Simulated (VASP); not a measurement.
Crystal: Al.

```xyz
2
Lattice="1.7501 1.0104 3.2454 -1.7501 1.0104 3.2454 0.0000 -2.0208 3.2454" Properties=species:S:1:pos:R:3 pbc="T T T"
Al    0.0000    0.0000    2.2153
Al    0.0000    0.0000    7.5207
```

| Item | Value |
| --- | --- |
| Program | VASP 6.6.1 |
| Task | relaxation of cell and atoms |
| Functional | PBEsol |
| Potentials or basis | VASP PAW PBE potentials, release 64 (Al) |
| Cutoff | 600 eV |
| k mesh | 6 × 6 × 6 |
| Occupations | gaussian, width 0.1 eV |
| Spin | no spin polarisation |

At the start: pressure 18.4 GPa; volume 17.22 Å³/atom.

Question: Where does the relaxation end?

Answer: Over 24 steps the energy falls by 879.4 meV/atom and the volume is 16.20 Å³/atom (-5.9 %); space group R-3m (No. 166, to 0.05 Å).

Step by step:
| step | energy change (eV) | largest force (eV/Å) | pressure (GPa) | volume (Å³) |
| --- | --- | --- | --- | --- |
| 1 | 0.0000 | 3.5222 | 18.40 | 34.43 |
| 2 | -0.7403 | 0.3724 | -6.22 | 45.26 |
| 3 | -0.7863 | 0.7315 | -3.68 | 42.54 |
| 4 | -0.7864 | 0.7635 | -3.45 | 42.37 |
| 5 | -0.9052 | 0.4983 | -2.00 | 40.46 |
| 6 | -0.8750 | 1.5163 | 8.14 | 34.97 |
| 7 | -0.9880 | 0.0094 | 0.35 | 38.42 |
| 8 | -0.9986 | 0.3705 | 2.13 | 37.35 |
| 9 | -1.0480 | 0.7512 | 2.33 | 36.85 |
| 10 | -1.0674 | 1.4585 | 3.31 | 35.89 |
| 11 | -1.1696 | 1.1657 | 0.25 | 36.38 |
| 12 | -1.3945 | 0.4226 | -5.45 | 37.35 |
| 13 | -1.5262 | 0.2015 | -7.71 | 37.72 |
| 14 | -1.5556 | 0.1251 | -8.83 | 37.77 |
| 15 | -1.6466 | 0.1885 | -7.48 | 36.49 |
| 16 | -1.6393 | 0.2224 | -4.32 | 35.12 |
| 17 | -1.6635 | 0.2239 | -6.25 | 35.89 |
| 18 | -1.7122 | 0.2268 | -4.69 | 34.75 |
| 19 | -1.7510 | 0.2164 | -1.51 | 33.05 |
| 20 | -1.7542 | 0.2053 | 0.01 | 32.40 |
| 21 | -1.7563 | 0.1472 | 0.09 | 32.36 |
| 22 | -1.7586 | 0.0078 | 0.33 | 32.28 |
| 23 | -1.7586 | 0.0025 | 0.35 | 32.27 |
| 24 | -1.7588 | 0.0055 | 0.05 | 32.39 |

Final structure:
```xyz
2
Lattice="1.4054 0.8114 4.7338 -1.4054 0.8114 4.7338 0.0000 -1.6229 4.7338" Properties=species:S:1:pos:R:3 pbc="T T T"
Al    0.0000    0.0000    3.5508
Al    0.0000    0.0000   10.6506
```

Caveat: the k points lie up to 0.44 Å⁻¹ apart in the final cell; the PAW data sets were made with another functional, which shifts forces and pressure a little.
